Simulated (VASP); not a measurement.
# BaTiO3 (Pm-3m) in VASP: single point with r2SCAN+D3(BJ)+U

Aim: the single point of BaTiO3 with r2SCAN+D3(BJ)+U.

All numbers are computed with VASP 6.6.1; they aren't measurements. Logs are shortened: lines on timing, memory, paths and dates and some standing lists are left out, and cuts for length are marked.

**1. The cell of the first run**

Symmetry: Pm-3m, No. 221, cubic system. The conventional cell has a = 4.021 Å, b = 4.021 Å, c = 4.021 Å, α = 90.00°, β = 90.00°, γ = 90.00°. Ba (site symmetry m-3m) has 12 O at 2.84 Å and 8 Ti at 3.48 Å within 3.7 Å. Ti (site symmetry m-3m) has 6 O at 2.01 Å within 2.7 Å. O (site symmetry 4/mmm) has 2 Ti at 2.01 Å within 2.7 Å.

**2. Single point, r2SCAN+D3(BJ)+U**

File POSCAR:

```
BaTiO3
1.0
    4.0211958900      4.0211958900      0.0000000000
    0.0000000000      4.0211958900      4.0211958900
    4.0211958900      0.0000000000      4.0211958900
Ba Ti O
2 2 6
Direct
    0.0000000000      0.0000000000      0.0000000000
    0.5000000000      0.5000000000      0.5000000000
    0.2500000000      0.2500000000      0.2500000000
    0.7500000000      0.7500000000      0.7500000000
    0.0000000000      0.5000000000      0.0000000000
    0.5000000000      0.0000000000      0.5000000000
    0.0000000000      0.0000000000      0.5000000000
    0.5000000000      0.5000000000      0.0000000000
    0.0000000000      0.5000000000      0.5000000000
    0.5000000000      0.0000000000      0.0000000000
```

File INCAR.step1:

```
SYSTEM = BaTiO3
  ALGO = Normal
  EDIFF = 1E-4
  ENCUT = 520
  GGA = PE
  ISMEAR = -1
  ISYM = 0
  LASPH = .True.
  LCHARG = .False.
  LDAU = .True.
  LDAUJ = 0 0 0
  LDAUL = -1 2 -1
  LDAUTYPE = 2
  LDAUU = 0 2.45 0
  LMAXMIX = 4
  LREAL = .False.
  LWAVE = .True.
  NBANDS = 51
  NELECT = 81.0
  NELM = 150
  PREC = Accurate
  SIGMA = 0.0332
```

File INCAR.step2:

```
SYSTEM = BaTiO3
  ALGO = Normal
  EDIFF = 1E-7
  ENCUT = 520
  ISIF = 2
  ISMEAR = -1
  ISTART = 1
  ISYM = 0
  IVDW = 12
  LASPH = .True.
  LCHARG = .False.
  LDAU = .True.
  LDAUJ = 0 0 0
  LDAUL = -1 2 -1
  LDAUPRINT = 1
  LDAUTYPE = 2
  LDAUU = 0 2.45 0
  LMAXMIX = 4
  LMIXTAU = .True.
  LREAL = .False.
  LWAVE = .False.
  METAGGA = R2SCAN
  NBANDS = 51
  NELECT = 81.0
  NELM = 150
  PREC = Accurate
  SIGMA = 0.0332
  VDW_A1 = 0.49484001
  VDW_A2 = 5.73083694
  VDW_S6 = 1.0
  VDW_S8 = 0.78981345
```

File KPOINTS:

```
k-points
0
Gamma
  4 4 4
  0 0 0
```

Potentials or basis: VASP PAW PBE potentials, release 64 (Ba_sv, Ti_sv, O).

The run is started by

```bash
cat potpaw_PBE.64/Ba_sv/POTCAR potpaw_PBE.64/Ti_sv/POTCAR potpaw_PBE.64/O/POTCAR > POTCAR
cp INCAR.step1 INCAR
mpirun -np 1 vasp_std > vasp.out
cp INCAR.step2 INCAR
mpirun -np 1 vasp_std > vasp.out
```

OUTCAR:

```text
SYSTEM = BaTiO3
   EDIFF = 1E-7
   ENCUT = 520
   ISIF = 2
   ISMEAR = -1
   ISTART = 1
   ISYM = 0
   IVDW = 12
   LASPH = .True.
   LREAL = .False.
   METAGGA = R2SCAN
   NELECT = 81.0
   NELM = 150
   PREC = Accurate
 IVDW          = 12

 ion  position               nearest neighbor table
   1  0.000  0.000  0.000-   5 2.84   7 2.84  10 2.84   6 2.84   7 2.84   9 2.84   5 2.84   8 2.84
                             9 2.84   6 2.84   8 2.84  10 2.84   4 3.48   4 3.48   3 3.48   4 3.48
   2  0.500  0.500  0.500-   6 2.84   8 2.84   9 2.84   5 2.84   8 2.84  10 2.84   6 2.84   7 2.84
                            10 2.84   5 2.84   7 2.84   9 2.84   3 3.48   3 3.48   4 3.48   3 3.48
   3  0.250  0.250  0.250-   5 2.01   6 2.01   7 2.01   8 2.01   9 2.01  10 2.01   1 3.48   1 3.48
                             1 3.48   2 3.48   2 3.48   2 3.48   2 3.48   1 3.48
   4  0.750  0.750  0.750-   5 2.01   6 2.01   7 2.01   8 2.01   9 2.01  10 2.01   2 3.48   2 3.48
                             2 3.48   1 3.48   1 3.48   1 3.48   2 3.48   1 3.48
   5  0.000  0.500  0.000-   3 2.01   4 2.01   1 2.84   2 2.84   1 2.84   2 2.84
   6  0.500  0.000  0.500-   3 2.01   4 2.01   2 2.84   1 2.84   2 2.84   1 2.84
   7  0.000  0.000  0.500-   3 2.01   4 2.01   1 2.84   1 2.84   2 2.84   2 2.84
   8  0.500  0.500  0.000-   3 2.01   4 2.01   2 2.84   2 2.84   1 2.84   1 2.84
   9  0.000  0.500  0.500-   3 2.01   4 2.01   2 2.84   1 2.84   1 2.84   2 2.84
  10  0.500  0.000  0.000-   3 2.01   4 2.01   1 2.84   2 2.84   2 2.84   1 2.84

IMPORTANT INFORMATION: All symmetrisations will be switched off!
NOSYMM: (Re-)initialisation of all symmetry stuff for point group C_1.

----------------------------------------------------------------------------------------

                                     Primitive cell

  volume of cell :     130.0456

  direct lattice vectors                    reciprocal lattice vectors
     4.021195890  4.021195890  0.000000000     0.124341120  0.124341120 -0.124341120
     0.000000000  4.021195890  4.021195890    -0.124341120  0.124341120  0.124341120
     4.021195890  0.000000000  4.021195890     0.124341120 -0.124341120  0.124341120

  length of vectors
     5.686829765  5.686829765  5.686829765     0.215365137  0.215365137  0.215365137

  position of ions in fractional coordinates (direct lattice)
     0.000000000  0.000000000  0.000000000
     0.500000000  0.500000000  0.500000000
     0.250000000  0.250000000  0.250000000
     0.750000000  0.750000000  0.750000000
     0.000000000  0.500000000  0.000000000
     0.500000000  0.000000000  0.500000000
     0.000000000  0.000000000  0.500000000
     0.500000000  0.500000000  0.000000000
     0.000000000  0.500000000  0.500000000
     0.500000000  0.000000000  0.000000000

  ion indices of the primitive-cell ions
   primitive index   ion index
                 1           1
                 2           2
                 3           3
                 4           4
                 5           5
                 6           6
                 7           7
                 8           8
                 9           9
                10          10

----------------------------------------------------------------------------------------

 KPOINTS: k-points

Automatic generation of k-mesh.
 Grid dimensions read from file:
 generate k-points for:    4    4    4

 Generating k-lattice:

  Cartesian coordinates                     Fractional coordinates (reciprocal lattice)
     0.031085280  0.031085280 -0.031085280     0.250000000  0.000000000  0.000000000
[... 109 lines left out ...]
 -0.0000 -0.0000  0.0000  0.1483  0.0000
  0.0000 -0.0000  0.0000  0.0000  0.2095

spin component  2

  0.1483 -0.0000 -0.0000 -0.0000  0.0000
 -0.0000  0.1483  0.0000 -0.0000 -0.0000
 -0.0000  0.0000  0.2095  0.0000  0.0000
 -0.0000 -0.0000  0.0000  0.1483  0.0000
  0.0000 -0.0000  0.0000  0.0000  0.2095

 occupancies and eigenvectors

  o =  0.1483  v = -0.5256 -0.5254  0.0000 -0.6691  0.0000  0.0000  0.0000  0.0000  0.0000  0.0000      0.0000  0.0000  0.0000  0.0000  0.0000  0.0000  0.0000  0.0000  0.0000  0.0000
  o =  0.1483  v =  0.0000  0.0000  0.0000  0.0000  0.0000 -0.5256 -0.5254  0.0000 -0.6691  0.0000      0.0000  0.0000  0.0000  0.0000  0.0000  0.0000  0.0000  0.0000  0.0000  0.0000
  o =  0.1483  v =  0.4045  0.5375  0.0000 -0.7399  0.0000  0.0000  0.0000  0.0000  0.0000  0.0000      0.0000  0.0000  0.0000  0.0000  0.0000  0.0000  0.0000  0.0000  0.0000  0.0000
  o =  0.1483  v =  0.0000  0.0000  0.0000  0.0000  0.0000  0.4045  0.5375  0.0000 -0.7399  0.0000      0.0000  0.0000  0.0000  0.0000  0.0000  0.0000  0.0000  0.0000  0.0000  0.0000
  o =  0.1483  v =  0.0000  0.0000  0.0000  0.0000  0.0000  0.7484 -0.6595  0.0000 -0.0700 -0.0000      0.0000  0.0000  0.0000  0.0000  0.0000  0.0000  0.0000  0.0000  0.0000  0.0000
  o =  0.1483  v =  0.7484 -0.6595  0.0000 -0.0700 -0.0000  0.0000  0.0000  0.0000  0.0000  0.0000      0.0000  0.0000  0.0000  0.0000  0.0000  0.0000  0.0000  0.0000  0.0000  0.0000
  o =  0.2095  v = -0.0000  0.0000  0.1027 -0.0000 -0.9947  0.0000  0.0000  0.0000  0.0000  0.0000      0.0000  0.0000  0.0000  0.0000  0.0000  0.0000  0.0000  0.0000  0.0000  0.0000
  o =  0.2095  v =  0.0000  0.0000  0.0000  0.0000  0.0000 -0.0000  0.0000  0.1027 -0.0000 -0.9947      0.0000  0.0000  0.0000  0.0000  0.0000  0.0000  0.0000  0.0000  0.0000  0.0000
  o =  0.2095  v =  0.0000  0.0000  0.0000  0.0000  0.0000  0.0000 -0.0000 -0.9947 -0.0000 -0.1027      0.0000  0.0000  0.0000  0.0000  0.0000  0.0000  0.0000  0.0000  0.0000  0.0000
  o =  0.2095  v =  0.0000 -0.0000 -0.9947 -0.0000 -0.1027  0.0000  0.0000  0.0000  0.0000  0.0000      0.0000  0.0000  0.0000  0.0000  0.0000  0.0000  0.0000  0.0000  0.0000  0.0000

atom =   4  type =  2  l = 2

 onsite density matrix

spin component  1

  0.1483 -0.0000 -0.0000 -0.0000 -0.0000
 -0.0000  0.1483  0.0000 -0.0000 -0.0000
 -0.0000  0.0000  0.2095  0.0000  0.0000
 -0.0000 -0.0000  0.0000  0.1483  0.0000
 -0.0000 -0.0000  0.0000  0.0000  0.2095

spin component  2

  0.1483 -0.0000 -0.0000 -0.0000 -0.0000
 -0.0000  0.1483  0.0000 -0.0000 -0.0000
 -0.0000  0.0000  0.2095  0.0000  0.0000
 -0.0000 -0.0000  0.0000  0.1483  0.0000
 -0.0000 -0.0000  0.0000  0.0000  0.2095

 occupancies and eigenvectors

  o =  0.1483  v = -0.5146 -0.5263  0.0000 -0.6769  0.0000  0.0000  0.0000  0.0000  0.0000  0.0000      0.0000  0.0000  0.0000  0.0000  0.0000  0.0000  0.0000  0.0000  0.0000  0.0000
  o =  0.1483  v =  0.0000  0.0000  0.0000  0.0000  0.0000 -0.5146 -0.5263  0.0000 -0.6769  0.0000      0.0000  0.0000  0.0000  0.0000  0.0000  0.0000  0.0000  0.0000  0.0000  0.0000
  o =  0.1483  v =  0.3981  0.5526  0.0000 -0.7322  0.0000  0.0000  0.0000  0.0000  0.0000  0.0000      0.0000  0.0000  0.0000  0.0000  0.0000  0.0000  0.0000  0.0000  0.0000  0.0000
  o =  0.1483  v =  0.0000  0.0000  0.0000  0.0000  0.0000  0.3981  0.5526  0.0000 -0.7322  0.0000      0.0000  0.0000  0.0000  0.0000  0.0000  0.0000  0.0000  0.0000  0.0000  0.0000
  o =  0.1483  v =  0.0000  0.0000  0.0000  0.0000  0.0000  0.7594 -0.6463  0.0000 -0.0748 -0.0000      0.0000  0.0000  0.0000  0.0000  0.0000  0.0000  0.0000  0.0000  0.0000  0.0000
  o =  0.1483  v =  0.7594 -0.6463  0.0000 -0.0748 -0.0000  0.0000  0.0000  0.0000  0.0000  0.0000      0.0000  0.0000  0.0000  0.0000  0.0000  0.0000  0.0000  0.0000  0.0000  0.0000
  o =  0.2095  v = -0.0000  0.0000  0.3073 -0.0000 -0.9516  0.0000  0.0000  0.0000  0.0000  0.0000      0.0000  0.0000  0.0000  0.0000  0.0000  0.0000  0.0000  0.0000  0.0000  0.0000
  o =  0.2095  v =  0.0000  0.0000  0.0000  0.0000  0.0000 -0.0000  0.0000  0.3073 -0.0000 -0.9516      0.0000  0.0000  0.0000  0.0000  0.0000  0.0000  0.0000  0.0000  0.0000  0.0000
  o =  0.2095  v =  0.0000  0.0000  0.0000  0.0000  0.0000  0.0000 -0.0000 -0.9516 -0.0000 -0.3073      0.0000  0.0000  0.0000  0.0000  0.0000  0.0000  0.0000  0.0000  0.0000  0.0000
  o =  0.2095  v =  0.0000 -0.0000 -0.9516 -0.0000 -0.3073  0.0000  0.0000  0.0000  0.0000  0.0000      0.0000  0.0000  0.0000  0.0000  0.0000  0.0000  0.0000  0.0000  0.0000  0.0000

 number of electron      81.0000005 magnetization

 Free energy of the ion-electron system (eV)
  ---------------------------------------------------
  ext. energy  EPLUGINS =         0.00000000
  ---------------------------------------------------
  free energy    TOTEN  =      -138.67050427 eV

  energy without entropy =     -138.65303524  energy(sigma->0) =     -138.66176976

 E-fermi :   7.1725     XC(G=0): -11.9388

 val. band max:        7.1369780740   @ k =   0.0000   0.0000   0.2500
 cond. band min:       7.2718241769   @ k =   0.2500  -0.2500  -0.2500
 fundamental gap:      0.1348461029
 Fermi energy:         7.1724953877

 k-point     1 :       0.0000    0.0000    0.0000
  band No.  band energies     occupation
      1     -54.7910      2.00000
      2     -54.7877      2.00000
      3     -30.0275      2.00000
      4     -30.0274      2.00000
      5     -30.0274      2.00000
      6     -29.9746      2.00000
[... 1285 lines left out ...]
     50      10.8695      0.00000
     51      11.2999      0.00000

 [... further k-points ...]

------------------------ aborting loop because EDIFF is reached ----------------------------------------

 Edisp (eV)   -1.25117

 E8    (eV) :    -0.4594

  FORCE on cell =-STRESS in cart. coord.  units (eV):
  Direction    XX          YY          ZZ          XY          YZ          ZX
  --------------------------------------------------------------------------------------
  -------------------------------------------------------------------------------------
  Total       9.64390     9.64395     9.64380     0.00014     0.00013     0.00014
  in kB     118.81399   118.81462   118.81281     0.00175     0.00165     0.00171
  external pressure =      118.81 kB  Pullay stress =        0.00 kB

 VOLUME and BASIS-vectors are now :
 -----------------------------------------------------------------------------
  energy-cutoff  :      520.00
  volume of cell :      130.05
      direct lattice vectors                 reciprocal lattice vectors
     4.021195890  4.021195890  0.000000000     0.124341120  0.124341120 -0.124341120
     0.000000000  4.021195890  4.021195890    -0.124341120  0.124341120  0.124341120
     4.021195890  0.000000000  4.021195890     0.124341120 -0.124341120  0.124341120

 POSITION                                       TOTAL-FORCE (eV/Angst)
 -----------------------------------------------------------------------------------
      0.00000      0.00000      0.00000         0.000000     -0.000002     -0.000002
      4.02120      4.02120      4.02120        -0.000001      0.000002     -0.000001
      2.01060      2.01060      2.01060        -0.000025     -0.000007      0.000004
      6.03179      6.03179      6.03179        -0.000009      0.000010      0.000001
      0.00000      2.01060      2.01060         0.000042      0.000001      0.000000
      4.02120      2.01060      2.01060        -0.000007     -0.000002     -0.000002
      2.01060      0.00000      2.01060         0.000000      0.000023      0.000001
      2.01060      4.02120      2.01060        -0.000001     -0.000024     -0.000002
      2.01060      2.01060      4.02120        -0.000000     -0.000000     -0.000023
      2.01060      2.01060      0.00000         0.000001     -0.000000      0.000025
 -----------------------------------------------------------------------------------
    total drift:                                0.000008      0.000002      0.000011

  FREE ENERGIE OF THE ION-ELECTRON SYSTEM (eV)
  ---------------------------------------------------
  free  energy   TOTEN  =      -139.9216721539 eV

  energy  without entropy=     -139.9042031252  energy(sigma->0) =     -139.91293764
```

Wall time 18 min (1 thread of Intel Xeon 8259CL, shared host); peak memory 0.41 GiB.

What came out:

* Free energy: -139.9217 eV
* Dispersion energy per atom: -0.125 eV

Levels at points of the mesh, in eV from the Fermi level:
```
           k point  band 38  band 39  band 40  band 41  band 42  band 43
(0.00, 0.00, 0.00)    -3.57    -3.57    -3.57    -0.55    -0.55    -0.55
(0.50, 0.00, 0.00)    -4.30    -4.18    -4.18     0.82     0.82     0.82
(0.00, 0.50, 0.00)    -4.30    -4.18    -4.18     0.82     0.82     0.82
(0.00, 0.00, 0.50)    -4.30    -4.18    -4.18     0.82     0.82     0.82
(0.50, 0.50, 0.50)    -4.30    -4.18    -4.18     0.82     0.82     0.82
(0.50, 0.50, 0.00)    -4.29    -4.29    -3.67    -0.32     1.18     1.18
(0.00, 0.50, 0.50)    -4.29    -4.29    -3.67    -0.32     1.18     1.18
(0.50, 0.00, 0.50)    -4.29    -4.29    -3.67    -0.32     1.18     1.18
```

Eigenvalues of the final occupation matrices:
| site | spin | trace | eigenvalues |
| --- | --- | --- | --- |
| site 3 d | 1 | 0.86 | 0.15 0.15 0.15 0.21 0.21 |
| site 3 d | 2 | 0.86 | 0.15 0.15 0.15 0.21 0.21 |
| site 4 d | 1 | 0.86 | 0.15 0.15 0.15 0.21 0.21 |
| site 4 d | 2 | 0.86 | 0.15 0.15 0.15 0.21 0.21 |

Caveat: the cell carries a net charge on a neutralising background, which shifts energy and pressure; the cell is charged against a uniform background, so pressure and absolute levels hang on convention; three body term missing; the PAW data sets were made with another functional, which shifts forces and pressure a little; spin-orbit coupling is left out, which moves the levels of the heavy elements; an odd number of electrons without spin polarisation forces a metal; a magnetic or distorted state may lie lower; U without spin polarisation on a metal has little footing.
